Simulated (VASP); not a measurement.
# MnO (P1) in VASP: single point with PBE

Aim: the single point of MnO with PBE.

Everything below comes from runs of VASP 6.6.1. Logs are shortened: lines on timing, memory, paths and dates and some standing lists are left out, and cuts for length are marked.

### Step 1. The cell of the first run

The typed cell holds 4 atoms: a = 3.325 Å, b = 3.325 Å, c = 4.868 Å, α = 90.00°, β = 90.00°, γ = 90.00°.

### Step 2. Single point, PBE, collinear spin, ferromagnetic start (atoms moved at random)

File INCAR:

```
SYSTEM = MnO
PREC = Accurate ; ENCUT = 520
EDIFF = 1E-7 ; ISMEAR = -1
SIGMA = 0.05 ; LREAL = .False.
LASPH = .True. ; NELM = 150
ALGO = Normal ; ISIF = 2
LWAVE = .False. ; LCHARG = .False.
ISPIN = 2 ; MAGMOM = 4 4 0 0
LORBIT = 11 ; LMAXMIX = 4
GGA = PE ; NBANDS = 31
```

File KPOINTS:

```
Automatic mesh
0
Gamma
  8 8 6
  0 0 0
```

File POSCAR:

```
MnO
1.0
    3.3245797900      0.0000000000      0.0000000000
    0.0000000000      3.3245797900      0.0000000000
    0.0000000000      0.0000000000      4.8678197500
Mn O
2 2
Direct
   -0.0018710000      0.0009040000     -0.0043490000
    0.4996630000      0.5069980000      0.0017050000
    0.5052500000     -0.0037420000      0.2676210000
   -0.0020800000      0.5003260000      0.7253310000
```

Potentials or basis: VASP PAW PBE potentials, release 64 (Mn_pv, O).

Launch:

```console
$ cat potpaw_PBE.64/Mn_pv/POTCAR potpaw_PBE.64/O/POTCAR > POTCAR
$ mpirun -np 1 vasp_std > vasp.out
```

OUTCAR:

```text
SYSTEM = MnO
   PREC = Accurate
   ENCUT = 520
   EDIFF = 1E-7
   ISMEAR = -1
   LREAL = .False.
   LASPH = .True.
   NELM = 150
   ISIF = 2
   ISPIN = 2
   LORBIT = 11
   GGA = PE

 ion  position               nearest neighbor table
   1  0.998  0.001  0.996-   3 2.11   4 2.12   4 2.12   3 2.14   2 2.33   2 2.34   2 2.36   2 2.37

   2  0.500  0.507  0.002-   3 2.08   4 2.13   3 2.14   4 2.14   1 2.33   1 2.34   1 2.36   1 2.37

   3  0.505  0.996  0.268-   2 2.08   1 2.11   2 2.14   1 2.14
   4  0.998  0.500  0.725-   1 2.12   1 2.12   2 2.13   2 2.14

  LATTYP: Found a simple tetragonal cell.
 ALAT       =     3.3245797900
 C/A-ratio  =     1.4641909828

  Lattice vectors:

 A1 = (   3.3245797900,   0.0000000000,   0.0000000000)
 A2 = (   0.0000000000,   3.3245797900,   0.0000000000)
 A3 = (   0.0000000000,   0.0000000000,   4.8678197500)

Analysis of symmetry for initial positions (statically):
=====================================================================
 Subroutine PRICEL returns:
 Original cell was already a primitive cell.

 Routine SETGRP: Setting up the symmetry group for a
 simple tetragonal supercell.

 Subroutine GETGRP returns: Found  1 space group operations
 (whereof  1 operations were pure point group operations)
 out of a pool of 16 trial point group operations.

The static configuration has the point symmetry C_1 .

Analysis of symmetry for dynamics (positions and initial velocities):
=====================================================================
 Subroutine PRICEL returns:
 Original cell was already a primitive cell.

 Routine SETGRP: Setting up the symmetry group for a
 simple tetragonal supercell.

 Subroutine GETGRP returns: Found  1 space group operations
 (whereof  1 operations were pure point group operations)
 out of a pool of 16 trial point group operations.

The dynamic configuration has the point symmetry C_1 .

Analysis of structural, dynamic, and magnetic symmetry:
=====================================================================
 Subroutine PRICEL returns:
 Original cell was already a primitive cell.

 Routine SETGRP: Setting up the symmetry group for a
 simple tetragonal supercell.

 Subroutine GETGRP returns: Found  1 space group operations
 (whereof  1 operations were pure point group operations)
 out of a pool of 16 trial point group operations.

The overall configuration has the point symmetry C_1 .

 Subroutine INISYM returns: Found  1 space group operations
 (whereof  1 operations are pure point group operations),
 and found     1 'primitive' translations

----------------------------------------------------------------------------------------

                                     Primitive cell

  volume of cell :      53.8032

  direct lattice vectors                    reciprocal lattice vectors
     3.324579790  0.000000000  0.000000000     0.300789893  0.000000000  0.000000000
     0.000000000  3.324579790  0.000000000     0.000000000  0.300789893  0.000000000
     0.000000000  0.000000000  4.867819750     0.000000000  0.000000000  0.205430778

  length of vectors
     3.324579790  3.324579790  4.867819750     0.300789893  0.300789893  0.205430778

  position of ions in fractional coordinates (direct lattice)
     0.998129000  0.000904000  0.995651000
     0.499663000  0.506998000  0.001705000
     0.505250000  0.996258000  0.267621000
     0.997920000  0.500326000  0.725331000

  ion indices of the primitive-cell ions
   primitive index   ion index
                 1           1
                 2           2
                 3           3
                 4           4

----------------------------------------------------------------------------------------

 KPOINTS: Automatic mesh

Automatic generation of k-mesh.
 Grid dimensions read from file:
 generate k-points for:    8    8    6

 Generating k-lattice:

  Cartesian coordinates                     Fractional coordinates (reciprocal lattice)
     0.037598737  0.000000000  0.000000000     0.125000000  0.000000000  0.000000000
     0.000000000  0.037598737  0.000000000     0.000000000  0.125000000  0.000000000
     0.000000000  0.000000000  0.034238463     0.000000000  0.000000000  0.166666667

  Length of vectors
     0.037598737  0.037598737  0.034238463

  Shift w.r.t. Gamma in fractional coordinates (k-lattice)
     0.000000000  0.000000000  0.000000000

 Subroutine IBZKPT returns following result:
 ===========================================

 Found    196 irreducible k-points:

 Following reciprocal coordinates:
            Coordinates               Weight
  0.000000  0.000000  0.000000      1.000000
  0.125000  0.000000  0.000000      2.000000
  0.000000  0.125000  0.000000      2.000000
  0.250000  0.000000  0.000000      2.000000
  0.000000  0.250000  0.000000      2.000000
  0.375000  0.000000  0.000000      2.000000
[... 16 lines left out ...]
 -0.250000  0.250000  0.000000      2.000000
  0.375000  0.250000  0.000000      2.000000
 [... further k-points ...]
   k-points           NKPTS =    196   k-points in BZ     NKDIM =    196   number of bands    NBANDS=     31
   number of dos      NEDOS =    301   number of ions     NIONS =      4
   total plane-waves  NPLWV =  28224
   dimension x,y,z NGX =    28 NGY =   28 NGZ =   36
   dimension x,y,z NGXF=    56 NGYF=   56 NGZF=   72
   ions per type =               2   2
   NGX,Y,Z   is equivalent  to a cutoff of  14.00, 14.00, 12.29 a.u.
   NGXF,Y,Z  is equivalent  to a cutoff of  28.00, 28.00, 24.59 a.u.
 SYSTEM =  MnO
   PREC   = accura    normal or accurate (medium, high low for compatibility)
   ISTART =      0    job   : 0-new  1-cont  2-samecut
   ICHARG =      2    charge: 1-file 2-atom 10-const
   ISPIN  =      2    spin polarized calculation?
   LNONCOLLINEAR =      F non collinear calculations
   LSORBIT =      F    spin-orbit coupling
   LASPH  =      T    aspherical Exc in radial PAW
   ENCUT  =  520.0 eV  38.22 Ry    6.18 a.u.   6.18  6.18  9.05*2*pi/ulx,y,z
   NELM   =    150;   NELMIN=  2; NELMDL= -5     # of ELM steps
   EDIFF  = 0.1E-06   stopping-criterion for ELM
   LREAL  =      F    real-space projection
   EDIFFG = 0.1E-05   stopping-criterion for IOM
   NSW    =      0    number of steps for IOM
   IBRION =     -1    ionic relax: 0-MD 1-quasi-New 2-CG
   NFREE  =      0    steps in history (QN), initial steepest desc. (CG)
   ISIF   =      2    stress and relaxation
   ISYM   =      2    0-nonsym 1-usesym 2-fastsym
   POTIM  = 0.5000    time-step for ionic-motion
   TEBEG  =    0.0;   TEEND  =   0.0 temperature during run
   PSTRESS=    0.0 pullay stress
   NELECT =      38.0000    total number of electrons
   NUPDOWN=      -1.0000    fix difference up-down
   EMIN   =  10.00;   EMAX   =-10.00  energy-range for DOS
   EFERMI =   0.00;   METHOD = LEGACY
   ISMEAR =    -1;   SIGMA  =   0.05  broadening in eV -4-tet -1-fermi 0-gaus
   EFERMI_NEDOS =   21; number of points for ismear=-14 and -15
   IALGO  =     38    algorithm
   IMIX   =      4    mixing-type and parameters
     AMIX     =   0.40;   BMIX     =  1.00
     AMIX_MAG =   1.60;   BMIX_MAG =  1.00
  volume/ion in A,a.u.               =      13.45        90.77
  Fermi-wavevector in a.u.,A,eV,Ry     =   1.457919  2.755067 28.919557  2.125527
  Thomas-Fermi vector in A             =   2.574664
   LORBIT       =     11    0 simple, 1 ext, 2 COOP (PROOUT), +10 PAW based schemes
   GGA     = PE    functional components
   LHFCALC =     F    Hartree Fock is set to
   AEXX    =    0.0000 exact exchange contribution
   IVDW    =     0    specifies the selected vdW correction
   LEPSILON=     F    determine dielectric tensor
   LRPA    =     F    only Hartree local field effects (RPA)
 spin polarized calculation
  energy-cutoff  :      520.00
  volume of cell :       53.80
 maximum number of plane-waves:      1464
 NGX is ok and might be reduce to    28
   NGX = 13   NGY = 13   NGZ = 19

 number of electron      38.0000016 magnetization       2.7738848

 Free energy of the ion-electron system (eV)
  ---------------------------------------------------
  ext. energy  EPLUGINS =         0.00000000
  ---------------------------------------------------
  free energy    TOTEN  =       -29.70854935 eV

  energy without entropy =      -29.68259189  energy(sigma->0) =      -29.69557062

 E-fermi :   3.8620     XC(G=0): -10.3924

 val. band max:        3.8618950801   @ k =  -0.3750   0.2500   0.0000
 cond. band min:       3.8629797651   @ k =   0.2500   0.3750   0.0000
 fundamental gap:      0.0010846851
 Fermi energy:         3.8620197466

 spin component 1

 k-point     1 :       0.0000    0.0000    0.0000
  band No.  band energies     occupation
      1     -45.5655      1.00000
      2     -45.5561      1.00000
      3     -45.3915      1.00000
      4     -45.2415      1.00000
      5     -45.0075      1.00000
      6     -44.9970      1.00000
[... 23 lines left out ...]
     30      16.0912      0.00000
     31      17.9871      0.00000

 k-point     2 :       0.1250    0.0000    0.0000
  band No.  band energies     occupation
      1     -45.5448      1.00000
      2     -45.5382      1.00000
      3     -45.3856      1.00000
      4     -45.2468      1.00000
      5     -45.0290      1.00000
      6     -45.0215      1.00000
[... 23 lines left out ...]
     30      16.7350      0.00000
     31      17.7377      0.00000

 k-point     3 :       0.0000    0.1250    0.0000
  band No.  band energies     occupation
      1     -45.5477      1.00000
      2     -45.5354      1.00000
      3     -45.3855      1.00000
      4     -45.2468      1.00000
      5     -45.0320      1.00000
      6     -45.0185      1.00000
[... 703 lines left out ...]
     30      16.9783      0.00000
     31      17.3249      0.00000

 k-point    24 :       0.3750    0.2500    0.0000
  band No.  band energies     occupation
      1     -45.6010      1.00000
      2     -45.4554      1.00000
      3     -45.3372      1.00000
      4     -45.2902      1.00000
      5     -45.1389      1.00000
      6     -44.9862      1.00000
[... 23 lines left out ...]
     30      15.5797      0.00000
     31      16.7142      0.00000

 [... further k-points ...]

 spin component 2

 k-point     1 :       0.0000    0.0000    0.0000
  band No.  band energies     occupation
      1     -43.9850      1.00000
      2     -43.9617      1.00000
      3     -43.6473      1.00000
      4     -43.4890      1.00000
      5     -43.3884      1.00000
      6     -43.3666      1.00000
[... 23 lines left out ...]
     30      16.6582      0.00000
     31      18.5840      0.00000

 k-point     2 :       0.1250    0.0000    0.0000
  band No.  band energies     occupation
      1     -43.9633      1.00000
      2     -43.9430      1.00000
      3     -43.6411      1.00000
      4     -43.4955      1.00000
      5     -43.4105      1.00000
      6     -43.3924      1.00000
[... 23 lines left out ...]
     30      17.1762      0.00000
     31      18.2991      0.00000

 k-point     3 :       0.0000    0.1250    0.0000
  band No.  band energies     occupation
      1     -43.9665      1.00000
      2     -43.9398      1.00000
      3     -43.6410      1.00000
      4     -43.4957      1.00000
      5     -43.4137      1.00000
      6     -43.3891      1.00000
[... 703 lines left out ...]
     30      17.3645      0.00000
     31      17.6027      0.00000

 k-point    24 :       0.3750    0.2500    0.0000
  band No.  band energies     occupation
      1     -44.0163      1.00000
      2     -43.8637      1.00000
      3     -43.5945      1.00000
      4     -43.5432      1.00000
      5     -43.5144      1.00000
      6     -43.3617      1.00000
[... 23 lines left out ...]
     30      15.9044      0.00000
     31      16.8227      0.00000

 [... further k-points ...]

------------------------ aborting loop because EDIFF is reached ----------------------------------------

  FORCE on cell =-STRESS in cart. coord.  units (eV):
  Direction    XX          YY          ZZ          XY          YZ          ZX
  --------------------------------------------------------------------------------------
  -------------------------------------------------------------------------------------
  Total       -4.9545352     -5.2243707     -8.9003671      0.0060876     -0.0646051      0.0737537
  in kB     -147.5385423   -155.5738343   -265.0394332      0.1812786     -1.9238420      2.1962735
  external PRESSURE =    -189.3839366 kB  Pullay stress =       0.0000000 kB

 VOLUME and BASIS-vectors are now :
 -----------------------------------------------------------------------------
  energy-cutoff  :      520.00
  volume of cell :       53.80
      direct lattice vectors                 reciprocal lattice vectors
     3.324579790  0.000000000  0.000000000     0.300789893  0.000000000  0.000000000
     0.000000000  3.324579790  0.000000000     0.000000000  0.300789893  0.000000000
     0.000000000  0.000000000  4.867819750     0.000000000  0.000000000  0.205430778

 POSITION                                       TOTAL-FORCE (eV/Angst)
 -----------------------------------------------------------------------------------
      3.31836      0.00301      4.84665        -0.012880      0.022984     -0.073867
      1.66117      1.68556      0.00830         0.017352     -0.047680     -0.140126
      1.67974      3.31214      1.30273         0.020822     -0.008665     -3.285686
      3.31766      1.66337      3.53078        -0.025294      0.033361      3.499678
 -----------------------------------------------------------------------------------
    total drift:                                0.000562     -0.000098      0.000492

  FREE ENERGIE OF THE ION-ELECTRON SYSTEM (eV)
  ---------------------------------------------------
  free  energy   TOTEN  =       -29.7085493474 eV

  energy  without entropy=      -29.6825918871  energy(sigma->0) =      -29.69557062

 total charge

# of ion       s       p       d       tot
------------------------------------------
    1        0.279   6.292   5.150  11.721
    2        0.279   6.292   5.151  11.723
    3        1.586   3.246   0.000   4.831
    4        1.586   3.237   0.000   4.824
--------------------------------------------------
tot          3.730  19.067  10.302  33.099

 magnetization (x)

# of ion       s       p       d       tot
------------------------------------------
    1        0.009   0.013   1.520   1.542
    2        0.008   0.012   1.475   1.495
    3        0.001  -0.142   0.000  -0.142
    4        0.001  -0.144   0.000  -0.144
--------------------------------------------------
tot          0.019  -0.262   2.995   2.752
```

Run time: 21 min. Hardware: 1 thread of Oxide Virtual Turin-like, shared host; peak memory 0.49 GiB.

Results:

```yaml
Free_energy: -29.7085 eV
Pressure: -18.9 GPa
Largest_force: 3.500 eV/Å
Net_moment: 2.77 μB per cell
Site_moments: Mn +1.54, +1.50; O -0.14 μB
Valence_electrons_inside_the_program's_atomic_spheres: Mn 11.72; O 4.83, 4.82
```

Forces in eV/Å, atoms in the order of the input:
```
Mn  -0.013  0.023 -0.074
Mn   0.017 -0.048 -0.140
O    0.021 -0.009 -3.286
O   -0.025  0.033  3.500
```

Caveat: the cell differs from its parent crystal (atoms moved at random); the stress differs along the axes, from -27 to -15 GPa; semilocal functionals often make such compounds metallic where correlation or magnetic order opens a gap, which also shifts bond lengths; the run started ferromagnetic, and an antiferromagnetic order may lie lower in energy; forces of over 1 eV/Å act on the atoms, so gaps and moduli don't describe the material at rest.
